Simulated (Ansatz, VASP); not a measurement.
**CdSe in VASP and in Ansatz**

File INCAR:

```
PREC     = Accurate       # precision mode
ENCUT    = 520            # plane-wave cutoff, eV
EDIFF    = 1E-6           # SCF threshold, eV
ISMEAR   = 0              # smearing method
SIGMA    = 0.01           # smearing width, eV
LREAL    = F              # projectors in reciprocal space
LASPH    = T              # aspherical terms in the spheres
NELM     = 80             # most SCF steps
ALGO     = Normal         # electronic algorithm
ISIF     = 2              # what is computed and relaxed
LWAVE    = F              # write WAVECAR
LCHARG   = F              # write CHGCAR
GGA      = PE             # functional
NBANDS   = 16             # bands
```

File KPOINTS:

```
Automatic mesh
0
Gamma
  4 4 4
```

File POSCAR:

```
CdSe
1.0
    0.0229581365      3.0085175467      2.9968982455
    3.0449881291     -0.0147945758      3.0346509577
    3.1199526551      3.1212347849     -0.0897591018
Cd Se
1 1
Direct
    0.9378500000      0.0071100000      0.0465100000
    0.7039600000      0.7332900000      0.7914800000
```

Input for Ansatz:

```yaml
crystal:
  lattice:
    - [0.022958136509597833, 3.0085175466538954, 2.9968982454535755]
    - [3.044988129128348, -0.01479457575247644, 3.0346509577156495]
    - [3.119952655148344, 3.1212347849359654, -0.08975910177247215]
  atoms:
    - { symbol: Cd, position: [0.93785, 0.00711, 0.04651] }
    - { symbol: Se, position: [0.70396, 0.73329, 0.79148] }
basis:
  ecutwfc: 540.0
  xc_grid: 2
kpoints:
  mp_grid:
    grid: [4, 4, 4]
hamiltonian:
  xc: pbe
scf:
  convergence:
    dr2_threshold: 1.0e-09
  occupations:
    method: fixed
output:
  forces: true
  stress: true
```

Alike in both runs: task single point; functional PBE; k mesh 4 × 4 × 4; no spin polarisation.

|  | VASP | Ansatz |
| --- | --- | --- |
| version | VASP 6.6.1 | Ansatz 0.2.0 |
| potentials or method | VASP PAW PBE potentials, release 64 (Cd, Se), cutoff 520 eV | plane waves, PAW |
| occupations | gaussian, width 0.01 eV | fixed |
| valence electrons in the cell | 18 | 36 |

VASP gave:

| Item | Value |
| --- | --- |
| pressure (GPa) | 2.1 |
| traceless stress, the component that is largest in VASP (GPa) | -1.82 |
| rms of the force components (eV/Å) | 0.285 |

**Question.** What did Ansatz give for the same quantities?

**Answer.** Pressure (GPa): 1.8; traceless stress, the component that is largest in VASP (GPa): -1.77; rms of the force components (eV/Å): 0.276.

Atom by atom the forces differ by 0.009 eV/Å (rms over components). VASP's potentials hold 18 valence electrons a cell and Ansatz's 36, so a difference there can come from the potentials and not from the codes. Ansatz's warnings: stress scf threshold loose.

The k mesh is coarse, so the values compare programs but aren't converged.
